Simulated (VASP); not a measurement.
Write the native input for VASP 6.6.1 that does the following.

```yaml
Task: relaxation of cell and atoms
Functional: PBE
Potentials_or_basis: VASP PAW PBE potentials, release 64 (Si, Ni)
Cutoff: 600 eV
k_mesh: 6 × 6 × 4
Occupations: gaussian, width 0.1 eV
Spin: no spin polarisation
Dipole_correction: no
Further_INCAR_settings: ALGO = Normal; EDIFF = 1e-06; IBRION = 2; EDIFFG = -0.05; NSW = 100; ISIF = 3
```

The structure of SiNi2 lies in POSCAR:

```
SiNi2
1.0
    3.8359985066      0.0000000000      0.0000000000
   -1.9179992533      3.3220721556      0.0000000000
    0.0000000000      0.0000000000      4.9480000000
Si Ni
2 4
Direct
    0.3333333333      0.6666666667      0.7500000000
    0.6666666667      0.3333333333      0.2500000000
    0.0000000000      0.0000000000      0.0000000000
    0.0000000000      0.0000000000      0.5000000000
    0.3333333333      0.6666666667      0.2500000000
    0.6666666667      0.3333333333      0.7500000000
```

One way to write it, as run:

INCAR

```
PREC = Accurate ; ENCUT = 600
EDIFF = 1E-6 ; ISMEAR = 0
SIGMA = 0.1 ; LREAL = F
LASPH = T ; NELM = 60
ALGO = Normal ; ISIF = 3
LWAVE = F ; LCHARG = F
GGA = PE ; IBRION = 2
NSW = 100 ; EDIFFG = -0.05
```

KPOINTS

```
Automatic mesh
0
Gamma
  6 6 4
```

Potentials or basis: VASP PAW PBE potentials, release 64 (Si, Ni).

Command:

```sh
$ cat potpaw_PBE.64/Si/POTCAR potpaw_PBE.64/Ni/POTCAR > POTCAR
$ mpirun -np 1 vasp_std > vasp.out
```

Results of the run:

The relaxed volume is 11.03 Å³/atom. The relaxed cell is a = 3.907 Å, b = 3.907 Å, c = 5.005 Å, α = 90.00°, β = 90.00°, γ = 120.00°, the space group after relaxing (to 0.1 Å) is P6_3/mmc (No. 194) and the energy gained by relaxing is 17.9 meV/atom. The ionic steps are 3. The pressure after relaxing is -0.1 GPa and the band gap on the k mesh is zero (bands 24 and 25 overlap by 3.21 eV).

Wall time 3.7 min on 1 thread of Intel Xeon 8259CL, with other jobs on the host, peak memory 0.22 GiB.
